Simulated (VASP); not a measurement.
# Ge (Fd-3m) in VASP: notebook

The runs below take Ge through relaxation of cell and atoms, single point, with PBE.

All numbers are computed with VASP 6.6.1; they aren't measurements. Logs are shortened: lines on timing, memory, paths and dates and some standing lists are left out, and cuts for length are marked.

## Step 1: The cell of the first run

Symmetry: Fd-3m, No. 227, cubic system. The conventional cell has a = 4.077 Å, b = 4.077 Å, c = 4.077 Å, α = 90.00°, β = 90.00°, γ = 90.00°. Within 2.3 Å of Ge (site symmetry -43m) lie 4 Ge at 1.77 Å.

## Step 2: Relaxation of cell and atoms, PBE, target pressure 390 GPa, at which the enthalpy is minimised

INCAR reads:

```
PREC     = Accurate       # precision mode
ENCUT    = 600            # plane-wave cutoff, eV
EDIFF    = 1E-6           # SCF threshold, eV
ISMEAR   = -1             # smearing method
SIGMA    = 0.1            # smearing width, eV
LREAL    = False          # projectors in reciprocal space
LASPH    = True           # aspherical terms in the spheres
NELM     = 80             # most SCF steps
ALGO     = Normal         # electronic algorithm
ISIF     = 3              # what is computed and relaxed
LWAVE    = False          # write WAVECAR
LCHARG   = False          # write CHGCAR
GGA      = PE             # functional
IBRION   = 2              # ionic algorithm
NSW      = 60             # ionic steps
EDIFFG   = -0.005         # ionic threshold
PSTRESS  = 3900.0
```

KPOINTS reads:

```
Automatic mesh
0
Gamma
  15 15 15
```

POSCAR reads:

```
Ge
1.0
    0.0000000000      2.0384353403      2.0384353403
    2.0384353403      0.0000000000      2.0384353403
    2.0384353403      2.0384353403      0.0000000000
Ge
2
Direct
   -0.1250000000     -0.1250000000     -0.1250000000
    0.1250000000      0.1250000000      0.1250000000
```

Potentials or basis: VASP PAW PBE potentials, release 64 (Ge_d).

Started as:

```sh
> cat potpaw_PBE.64/Ge_d/POTCAR > POTCAR
> mpirun -np 1 vasp_std > vasp.out
```

OUTCAR:

```text
PREC = Accurate
   ENCUT = 600
   EDIFF = 1E-6
   ISMEAR = -1
   LREAL = False
   LASPH = True
   NELM = 80
   ISIF = 3
   GGA = PE
   IBRION = 2
   NSW = 60
   EDIFFG = -0.005
   PSTRESS = 3900.0

 ion  position               nearest neighbor table
   1  0.875  0.875  0.875-   2 1.77   2 1.77   2 1.77   2 1.77
   2  0.125  0.125  0.125-   1 1.77   1 1.77   1 1.77   1 1.77

  LATTYP: Found a face centered cubic cell.
 ALAT       =     4.0768706806

  Lattice vectors:

 A1 = (   0.0000000000,   2.0384353403,   2.0384353403)
 A2 = (   2.0384353403,   0.0000000000,   2.0384353403)
 A3 = (   2.0384353403,   2.0384353403,   0.0000000000)

Analysis of symmetry for initial positions (statically):
=====================================================================
 Subroutine PRICEL returns:
 Original cell was already a primitive cell.

 Routine SETGRP: Setting up the symmetry group for a
 face centered cubic supercell.

 Subroutine GETGRP returns: Found 48 space group operations
 (whereof 12 operations were pure point group operations)
 out of a pool of 48 trial point group operations.

The static configuration has the point symmetry D_3d.
 The point group associated with its full space group is O_h .

Analysis of symmetry for dynamics (positions and initial velocities):
=====================================================================
 Subroutine PRICEL returns:
 Original cell was already a primitive cell.

 Routine SETGRP: Setting up the symmetry group for a
 face centered cubic supercell.

 Subroutine GETGRP returns: Found 48 space group operations
 (whereof 12 operations were pure point group operations)
 out of a pool of 48 trial point group operations.

The dynamic configuration has the point symmetry D_3d.
 The point group associated with its full space group is O_h .

 Subroutine INISYM returns: Found 48 space group operations
 (whereof 12 operations are pure point group operations),
 and found     1 'primitive' translations

----------------------------------------------------------------------------------------

                                     Primitive cell

  volume of cell :      16.9403

  direct lattice vectors                    reciprocal lattice vectors
     0.000000000  2.038435340  2.038435340    -0.245286171  0.245286171  0.245286171
     2.038435340  0.000000000  2.038435340     0.245286171 -0.245286171  0.245286171
     2.038435340  2.038435340  0.000000000     0.245286171  0.245286171 -0.245286171

  length of vectors
     2.882782904  2.882782904  2.882782904     0.424848111  0.424848111  0.424848111

  position of ions in fractional coordinates (direct lattice)
     0.875000000  0.875000000  0.875000000
     0.125000000  0.125000000  0.125000000

  ion indices of the primitive-cell ions
   primitive index   ion index
                 1           1
                 2           2

----------------------------------------------------------------------------------------

 KPOINTS: Automatic mesh

Automatic generation of k-mesh.
 Grid dimensions read from file:
 generate k-points for:   15   15   15

 Generating k-lattice:

  Cartesian coordinates                     Fractional coordinates (reciprocal lattice)
    -0.016352411  0.016352411  0.016352411     0.066666667  0.000000000  0.000000000
     0.016352411 -0.016352411  0.016352411     0.000000000  0.066666667  0.000000000
     0.016352411  0.016352411 -0.016352411     0.000000000  0.000000000  0.066666667

  Length of vectors
     0.028323207  0.028323207  0.028323207

  Shift w.r.t. Gamma in fractional coordinates (k-lattice)
     0.000000000  0.000000000  0.000000000

 Subroutine IBZKPT returns following result:
 ===========================================

 Found    120 irreducible k-points:

 Following reciprocal coordinates:
            Coordinates               Weight
  0.000000  0.000000  0.000000      1.000000
  0.066667  0.000000  0.000000      8.000000
  0.133333  0.000000  0.000000      8.000000
  0.200000  0.000000  0.000000      8.000000
  0.266667  0.000000  0.000000      8.000000
  0.333333  0.000000  0.000000      8.000000
[... 16 lines left out ...]
  0.133333  0.133333  0.000000      6.000000
  0.200000  0.133333  0.000000     24.000000
 [... further k-points ...]
   k-points           NKPTS =    120   k-points in BZ     NKDIM =    120   number of bands    NBANDS=     18
   number of dos      NEDOS =    301   number of ions     NIONS =      2
   total plane-waves  NPLWV =  13824
   dimension x,y,z NGX =    24 NGY =   24 NGZ =   24
   dimension x,y,z NGXF=    48 NGYF=   48 NGZF=   48
   ions per type =               2
   NGX,Y,Z   is equivalent  to a cutoff of  13.84, 13.84, 13.84 a.u.
   NGXF,Y,Z  is equivalent  to a cutoff of  27.68, 27.68, 27.68 a.u.
 SYSTEM =  unknown system
   PREC   = accura    normal or accurate (medium, high low for compatibility)
   ISTART =      0    job   : 0-new  1-cont  2-samecut
   ICHARG =      2    charge: 1-file 2-atom 10-const
   ISPIN  =      1    spin polarized calculation?
   LNONCOLLINEAR =      F non collinear calculations
   LSORBIT =      F    spin-orbit coupling
   LASPH  =      T    aspherical Exc in radial PAW
   ENCUT  =  600.0 eV  44.10 Ry    6.64 a.u.   5.76  5.76  5.76*2*pi/ulx,y,z
   NELM   =     80;   NELMIN=  2; NELMDL= -5     # of ELM steps
   EDIFF  = 0.1E-05   stopping-criterion for ELM
   LREAL  =      F    real-space projection
   EDIFFG = -.5E-02   stopping-criterion for IOM
   NSW    =     60    number of steps for IOM
   IBRION =      2    ionic relax: 0-MD 1-quasi-New 2-CG
   NFREE  =      1    steps in history (QN), initial steepest desc. (CG)
   ISIF   =      3    stress and relaxation
   ISYM   =      2    0-nonsym 1-usesym 2-fastsym
   POTIM  = 0.5000    time-step for ionic-motion
   TEBEG  =    0.0;   TEEND  =   0.0 temperature during run
   PSTRESS= 3900.0 pullay stress
   NELECT =      28.0000    total number of electrons
   NUPDOWN=      -1.0000    fix difference up-down
   EMIN   =  10.00;   EMAX   =-10.00  energy-range for DOS
   EFERMI =   0.00;   METHOD = LEGACY
   ISMEAR =    -1;   SIGMA  =   0.10  broadening in eV -4-tet -1-fermi 0-gaus
   EFERMI_NEDOS =   21; number of points for ismear=-14 and -15
   IALGO  =     38    algorithm
   IMIX   =      4    mixing-type and parameters
     AMIX     =   0.40;   BMIX     =  1.00
     AMIX_MAG =   1.60;   BMIX_MAG =  1.00
  volume/ion in A,a.u.               =       8.47        57.16
  Fermi-wavevector in a.u.,A,eV,Ry     =   1.935622  3.657795 50.976035  3.746633
  Thomas-Fermi vector in A             =   2.966635
   LORBIT       =      0    0 simple, 1 ext, 2 COOP (PROOUT), +10 PAW based schemes
   GGA     = PE    functional components
   LHFCALC =     F    Hartree Fock is set to
   AEXX    =    0.0000 exact exchange contribution
   IVDW    =     0    specifies the selected vdW correction
   LEPSILON=     F    determine dielectric tensor
   LRPA    =     F    only Hartree local field effects (RPA)
 conjugate gradient relaxation of ions
 non-spin polarized calculation
  energy-cutoff  :      600.00
  volume of cell :       16.94
 maximum number of plane-waves:       578
   NGX = 11   NGY = 11   NGZ = 11

--------------------------------------- Ionic step        1  -------------------------------------------

 number of electron      28.0000019 magnetization

 Free energy of the ion-electron system (eV)
  ---------------------------------------------------
  ext. energy  EPLUGINS =         0.00000000
  ---------------------------------------------------
  free energy    TOTEN  =        15.20895130 eV

  energy without entropy =       15.22122498  energy(sigma->0) =       15.21508814

------------------------ aborting loop because EDIFF is reached ----------------------------------------

  FORCE on cell =-STRESS in cart. coord.  units (eV):
  Direction    XX          YY          ZZ          XY          YZ          ZX
  --------------------------------------------------------------------------------------
  -------------------------------------------------------------------------------------
  Total       68.3695355     68.3695355     68.3695355     -0.0000000     -0.0000000      0.0000000
  in kB     6466.2485770   6466.2485770   6466.2485770     -0.0000000     -0.0000000      0.0000000
  external PRESSURE =    2566.2485770 kB  Pullay stress =    3900.0000000 kB
[... 25 lines left out ...]
--------------------------------------- Ionic step        2  -------------------------------------------

 number of electron      28.0000238 magnetization

 E-fermi :   0.8505     XC(G=0):  -7.6636

 val. band max:        0.8424331586   @ k =  -0.4000   0.0667   0.0000
 cond. band min:       0.8659695992   @ k =   0.4667   0.0667   0.0000
 fundamental gap:      0.0235364406
 Fermi energy:         0.8505103106

 k-point     1 :       0.0000    0.0000    0.0000
  band No.  band energies     occupation
      1     -24.1916      2.00000
      2     -24.1916      2.00000
      3     -24.1916      2.00000
      4     -24.1228      2.00000
      5     -24.1228      2.00000
      6     -24.0772      2.00000
[... 481 lines left out ...]
      5     -24.1376      2.00000
      6     -24.1332      2.00000
[... 10 lines left out ...]
     17       4.1615      0.00000
     18       4.1985      0.00000

 [... further k-points ...]
[... 5 lines left out ...]
  --------------------------------------------------------------------------------------
  -------------------------------------------------------------------------------------
  Total      -23.7652174    -23.7652174    -23.7652174      0.0000000     -0.0000000      0.0000000
  in kB     -496.2844275   -496.2844275   -496.2844275      0.0000000     -0.0000000      0.0000000
  external PRESSURE =   -4396.2844275 kB  Pullay stress =    3900.0000000 kB
[... 59 lines left out ...]
  energy  without entropy=        3.4514023830  energy(sigma->0) =        3.44693223

  enthalpy is  TOTEN    =        54.6304468842 eV   P V=       51.1879848154

[... ionic steps 4 to 19 ...]

--------------------------------------- Ionic step       20  -------------------------------------------

 number of electron      28.0000026 magnetization

------------------------ aborting loop because EDIFF is reached ----------------------------------------
[... 71 lines left out ...]
--------------------------------------- Ionic step       22  -------------------------------------------

 number of electron      28.0000026 magnetization

 Free energy of the ion-electron system (eV)
  ---------------------------------------------------
  ext. energy  EPLUGINS =         0.00000000
  ---------------------------------------------------
  free energy    TOTEN  =         6.09546450 eV

  energy without entropy =        6.10454540  energy(sigma->0) =        6.10000495

 E-fermi :  16.8130     XC(G=0): -14.5917

 val. band max:       16.7874445279   @ k =  -0.4000   0.4000   0.0000
 cond. band min:      16.8336581691   @ k =   0.0667   0.0667   0.0000
 fundamental gap:      0.0462136412
 Fermi energy:        16.8130400939

 k-point     1 :       0.0000    0.0000    0.0000
  band No.  band energies     occupation
      1     -11.4560      2.00000
      2     -11.4560      2.00000
      3     -11.4560      2.00000
      4     -11.3474      2.00000
      5     -11.3474      2.00000
      6      -9.9874      2.00000
[... 481 lines left out ...]
      5     -11.0339      2.00000
      6     -10.3084      2.00000
[... 10 lines left out ...]
     17      24.4213      0.00000
     18      24.6947      0.00000

 [... further k-points ...]
[... 5 lines left out ...]
  --------------------------------------------------------------------------------------
  -------------------------------------------------------------------------------------
  Total       48.2537713     48.2537713     48.2537713      0.0000000     -0.0000000     -0.0000000
  in kB     3900.0386815   3900.0386815   3900.0386815      0.0000000     -0.0000000     -0.0000000
  external PRESSURE =       0.0386815 kB  Pullay stress =    3900.0000000 kB
[... 21 lines left out ...]
  energy  without entropy=        6.1045454037  energy(sigma->0) =        6.10000495

  enthalpy is  TOTEN    =        54.3487572438 eV   P V=       48.2532927393

 reached required accuracy - stopping structural energy minimisation
```

Wall time 1.8 min (1 thread of Intel Xeon 6975P-C (Granite Rapids), shared host); peak memory 0.17 GiB.

Results:

- Free energy: 6.0955 eV
- Relaxed volume: 9.91 Å³/atom
- Relaxed cell: a = 3.038 Å, b = 3.038 Å, c = 3.038 Å, α = 60.00°, β = 60.00°, γ = 60.00°
- Space group after relaxing (to 0.05 Å): Fd-3m (No. 227)
- Energy change on relaxing (the enthalpy is what falls): -4556.7 meV/atom
- Ionic steps: 22
- Pressure after relaxing: 390.0 GPa
- Band gap on the k mesh: zero (band 14 reaches 18.13 eV, above the bottom of band 15 at 16.20 eV)

Step by step:
| step | energy change (eV) | largest force (eV/Å) | pressure (GPa) | volume (Å³) |
| --- | --- | --- | --- | --- |
| 1 | 0.0000 | 0.0000 | 646.62 | 16.94 |
| 2 | -20.0663 | 0.0000 | -49.63 | 76.72 |
| 3 | -11.7665 | 0.0000 | 318.41 | 21.03 |
| 4 | -9.3484 | 0.0000 | 382.89 | 19.92 |
| 5 | -9.0844 | 0.0000 | 390.59 | 19.81 |
| 6 | -9.0850 | 0.0000 | 390.69 | 19.81 |
| 7 | -9.0867 | 0.0000 | 390.66 | 19.81 |
| 8 | -9.0867 | 0.0000 | 390.62 | 19.81 |
| 9 | -9.0867 | 0.0000 | 390.63 | 19.81 |
| 10 | -9.0867 | 0.0000 | 390.64 | 19.81 |
| 11 | -9.0867 | 0.0000 | 390.64 | 19.81 |
| 12 | -9.0868 | 0.0000 | 390.64 | 19.81 |
| 13 | -9.0869 | 0.0000 | 390.63 | 19.81 |
| 14 | -9.0871 | 0.0000 | 390.63 | 19.81 |
| 15 | -9.0875 | 0.0000 | 390.62 | 19.81 |
| 16 | -9.0884 | 0.0000 | 390.60 | 19.81 |
| 17 | -9.0901 | 0.0000 | 390.56 | 19.81 |
| 18 | -9.0936 | 0.0000 | 390.21 | 19.82 |
| 19 | -9.1006 | 0.0000 | 390.28 | 19.82 |
| 20 | -9.1146 | 0.0000 | 389.89 | 19.82 |
| 21 | -9.1107 | 0.0000 | 390.26 | 19.82 |
| 22 | -9.1135 | 0.0000 | 390.00 | 19.82 |

Final structure:
```
Ge
1.0
     0.00000    2.14807    2.14807
     2.14807    0.00000    2.14807
     2.14807    2.14807    0.00000
Ge
2
Cartesian
  3.7591 3.7591 3.7591
  0.5370 0.5370 0.5370
```

Levels at points of the mesh, in eV from the Fermi level:
```csv
k point,band 12,band 13,band 14,band 15,band 16,band 17
"(0.00, 0.00, 0.00)",1.31,1.31,1.31,3.20,3.20,3.20
```

Caveat: the cell is relaxed towards a set pressure, so the enthalpy falls and the energy may rise; the volume moved by over 15 % at a fixed basis, so the end points are rough.

(Part 1 of 2 ends here.)
